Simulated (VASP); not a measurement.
# Cu (Fm-3m) in VASP: notebook, part 2 of 2

VASP 6.6.1. Earlier steps stand in the parts before.

## Step 4: Single point, RPBE (10.90 Å³/atom)

This run uses another cell than the first one, of 10.90 Å³/atom.

The input, INCAR:

```
SYSTEM = Cu
PREC = Accurate ; ENCUT = 520
EDIFF = 1E-7 ; ISMEAR = -1
SIGMA = 0.1 ; LREAL = .False.
LASPH = .True. ; NELM = 60
ALGO = Normal ; ISIF = 2
LWAVE = .False. ; LCHARG = .False.
GGA = RP ; NBANDS = 12
```

The input, KPOINTS:

```
Automatic mesh
0
Gamma
  24 24 24
  0 0 0
```

The input, POSCAR:

```
Cu
1.0
    0.0000000000      1.7596669192      1.7596669192
    1.7596669192      0.0000000000      1.7596669192
    1.7596669192      1.7596669192      0.0000000000
Cu
1
Direct
    0.0000000000      0.0000000000      0.0000000000
```

Potentials or basis: VASP PAW PBE potentials, release 64 (Cu).

On the command line:

```sh
$ cat potpaw_PBE.64/Cu/POTCAR > POTCAR
$ mpirun -np 1 vasp_std > vasp.out
```

OUTCAR:

```text
SYSTEM = Cu
   PREC = Accurate
   ENCUT = 520
   EDIFF = 1E-7
   ISMEAR = -1
   LREAL = .False.
   LASPH = .True.
   NELM = 60
   ISIF = 2
   GGA = RP

 ion  position               nearest neighbor table
   1  0.000  0.000  0.000-

  LATTYP: Found a face centered cubic cell.
 ALAT       =     3.5193338384

  Lattice vectors:

 A1 = (   0.0000000000,   1.7596669192,   1.7596669192)
 A2 = (   1.7596669192,   0.0000000000,   1.7596669192)
 A3 = (   1.7596669192,   1.7596669192,   0.0000000000)

Analysis of symmetry for initial positions (statically):
=====================================================================
 Subroutine PRICEL returns:
 Original cell was already a primitive cell.

 Routine SETGRP: Setting up the symmetry group for a
 face centered cubic supercell.

 Subroutine GETGRP returns: Found 48 space group operations
 (whereof 48 operations were pure point group operations)
 out of a pool of 48 trial point group operations.

The static configuration has the point symmetry O_h .

Analysis of symmetry for dynamics (positions and initial velocities):
=====================================================================
 Subroutine PRICEL returns:
 Original cell was already a primitive cell.

 Routine SETGRP: Setting up the symmetry group for a
 face centered cubic supercell.

 Subroutine GETGRP returns: Found 48 space group operations
 (whereof 48 operations were pure point group operations)
 out of a pool of 48 trial point group operations.

The dynamic configuration has the point symmetry O_h .

 Subroutine INISYM returns: Found 48 space group operations
 (whereof 48 operations are pure point group operations),
 and found     1 'primitive' translations

----------------------------------------------------------------------------------------

                                     Primitive cell

  volume of cell :      10.8974

  direct lattice vectors                    reciprocal lattice vectors
[... 105 lines left out ...]
     AMIX_MAG =   1.60;   BMIX_MAG =  1.00
  volume/ion in A,a.u.               =      10.90        73.54
  Fermi-wavevector in a.u.,A,eV,Ry     =   1.642222  3.103350 36.693468  2.696894
  Thomas-Fermi vector in A             =   2.732561
   LORBIT       =      0    0 simple, 1 ext, 2 COOP (PROOUT), +10 PAW based schemes
   GGA     = RP    functional components
   LHFCALC =     F    Hartree Fock is set to
   AEXX    =    0.0000 exact exchange contribution
   IVDW    =     0    specifies the selected vdW correction
   LEPSILON=     F    determine dielectric tensor
   LRPA    =     F    only Hartree local field effects (RPA)
 non-spin polarized calculation
  energy-cutoff  :      520.00
  volume of cell :       10.90
 maximum number of plane-waves:       305
   NGX =  9   NGY =  9   NGZ =  9

 number of electron      10.9999999 magnetization

 Free energy of the ion-electron system (eV)
  ---------------------------------------------------
  ext. energy  EPLUGINS =         0.00000000
  ---------------------------------------------------
  free energy    TOTEN  =        -3.16390785 eV

  energy without entropy =       -3.15497807  energy(sigma->0) =       -3.15944296

 E-fermi :   8.8114     XC(G=0): -13.0659

 val. band max:        8.7899396917   @ k =   0.4583   0.2500   0.0000
 cond. band min:       8.8356165893   @ k =  -0.4167   0.1250   0.0417
 fundamental gap:      0.0456768975
 Fermi energy:         8.8114301537

 k-point     1 :       0.0000    0.0000    0.0000
  band No.  band energies     occupation
      1      -1.1936      2.00000
      2       5.4960      2.00000
      3       5.4960      2.00000
      4       5.4960      2.00000
      5       6.4237      2.00000
      6       6.4237      2.00000
      7      31.9602      0.00000
      8      35.3256      0.00000
      9      35.3256      0.00000
     10      35.3256      0.00000
     11      37.8889      0.00000
     12      37.8889      0.00000
[... 331 lines left out ...]
 k-point    24 :       0.4583    0.0417    0.0000
  band No.  band energies     occupation
      1       3.2086      2.00000
      2       5.4425      2.00000
      3       5.4962      2.00000
      4       6.5430      2.00000
      5       7.0509      2.00000
      6       7.5248      1.99999
      7      13.8060      0.00000
      8      30.1244      0.00000
      9      31.2844      0.00000
     10      31.9819      0.00000
     11      35.7224      0.00000
     12      36.1767      0.00000

 [... further k-points ...]
[... 5 lines left out ...]
  --------------------------------------------------------------------------------------
  -------------------------------------------------------------------------------------
  Total        1.5395305      1.5395305      1.5395305      0.0000000      0.0000000     -0.0000000
  in kB      226.3484309    226.3484309    226.3484309      0.0000000      0.0000000     -0.0000000
  external PRESSURE =     226.3484309 kB  Pullay stress =       0.0000000 kB

 VOLUME and BASIS-vectors are now :
 -----------------------------------------------------------------------------
  energy-cutoff  :      520.00
  volume of cell :       10.90
      direct lattice vectors                 reciprocal lattice vectors
     0.000000000  1.759666919  1.759666919    -0.284144684  0.284144684  0.284144684
     1.759666919  0.000000000  1.759666919     0.284144684 -0.284144684  0.284144684
     1.759666919  1.759666919  0.000000000     0.284144684  0.284144684 -0.284144684

 POSITION                                       TOTAL-FORCE (eV/Angst)
 -----------------------------------------------------------------------------------
      0.00000      0.00000      0.00000         0.000000     -0.000000      0.000000
 -----------------------------------------------------------------------------------
    total drift:                                0.000000     -0.000000      0.000000

  FREE ENERGIE OF THE ION-ELECTRON SYSTEM (eV)
  ---------------------------------------------------
  free  energy   TOTEN  =        -3.1639078470 eV

  energy  without entropy=       -3.1549780673  energy(sigma->0) =       -3.15944296
```

stdout:

```text
POSCAR found type information on POSCAR Cu
 POSCAR found :  1 types and       1 ions
 scaLAPACK will be used
 -----------------------------------------------------------------------------
|                                                                             |
|                                                                             |
|     You enforced a specific xc type in the INCAR file but a different       |
|     I HOPE YOU KNOW WHAT YOU ARE DOING!                                     |
|                                                                             |
 -----------------------------------------------------------------------------

 LDA part: xc-table for (Slater+PW92), standard interpolation
 POSCAR, INCAR and KPOINTS ok, starting setup
 FFT: planning ... GRIDC
 FFT: planning ... GRID_SOFT
 FFT: planning ... GRID
 WAVECAR not read
 entering main loop
```

It took 68 s on 1 thread of Intel Xeon 8259CL, shared host; peak memory 0.17 GiB.

What came out:

```yaml
Free_energy: -3.1639 eV
Pressure: 22.6 GPa
Band_gap_on_the_k_mesh: zero (an odd number of electrons rules out a gap without spin polarisation)
```

Caveat: the cell stands under pressure; the PAW data sets were made with another functional, which shifts forces and pressure a little.

## Step 5: Single point, RPBE (11.39 Å³/atom)

This run uses another cell than the first one, of 11.39 Å³/atom.

The input, INCAR:

```
  ALGO = Normal
  EDIFF = 1E-7
  ENCUT = 520
  GGA = RP
  ISIF = 2
  ISMEAR = -1
  LASPH = T
  LCHARG = F
  LREAL = F
  LWAVE = F
  NBANDS = 12
  NELM = 100
  PREC = Accurate
  SIGMA = 0.1
```

The input, KPOINTS:

```
k-points
0
Gamma
  24 24 24
```

The input, POSCAR:

```
Cu
1.0
    0.0000000000      1.7859344772      1.7859344772
    1.7859344772      0.0000000000      1.7859344772
    1.7859344772      1.7859344772      0.0000000000
Cu
1
Direct
    0.0000000000      0.0000000000      0.0000000000
```

On the command line:

```sh
$ cat potpaw_PBE.64/Cu/POTCAR > POTCAR
$ mpirun -np 1 vasp_std > vasp.out
```

Run time: 70 s. Hardware: 1 thread of Intel Xeon 8259CL, shared host; peak memory 0.17 GiB.

The run converged. Its results:

```
Free energy            : -3.2195 eV
Pressure               : 13.4 GPa
Band gap on the k mesh : zero (an odd number of electrons rules out a gap without spin polarisation)
```

Levels at points of the mesh, in eV from the Fermi level:
| k point | band 2 | band 3 | band 4 | band 5 | band 6 | band 7 | band 8 | band 9 | band 10 | band 11 |
| --- | --- | --- | --- | --- | --- | --- | --- | --- | --- | --- |
| (0.00, 0.00, 0.00) | -3.16 | -3.16 | -3.16 | -2.30 | -2.30 | 22.80 | 25.82 | 25.82 | 25.82 | 28.32 |
| (0.50, 0.00, 0.00) | -3.20 | -3.20 | -1.70 | -1.70 | -1.14 | 3.94 | 21.27 | 22.68 | 22.68 | 25.56 |
| (0.50, 0.50, 0.00) | -4.64 | -1.72 | -1.55 | -1.55 | 1.45 | 7.36 | 13.37 | 13.37 | 17.89 | 20.86 |

Caveat: the cell stands under pressure; the PAW data sets were made with another functional, which shifts forces and pressure a little.

## Step 6: The runs side by side

```tsv
task	cell	k mesh	cutoff (eV)	gap on the mesh (eV)	pressure (GPa)
single point	a = 2.597 Å, angles 60.0°, 1 atom	15 × 15 × 15	520	none	0.5
relaxation of cell and atoms	relaxed from a = 2.556 Å, angles 60.0°, 1 atom	15 × 15 × 15	600	none	0.0
single point	a = 2.489 Å, angles 60.0°, 1 atom	24 × 24 × 24	520	none	22.6
single point	a = 2.526 Å, angles 60.0°, 1 atom	24 × 24 × 24	520	none	13.4
```

Alike in all rows: level RPBE; potentials or basis VASP PAW PBE potentials, release 64 (Cu); no spin polarisation; smearing fermi-dirac 0.1 eV.

Caveats: the PAW data sets were made with another functional, which shifts forces and pressure a little; the cell stands under pressure (at least some runs).

Total energies depend on the potentials used, so only differences within one code and one set of settings carry meaning.
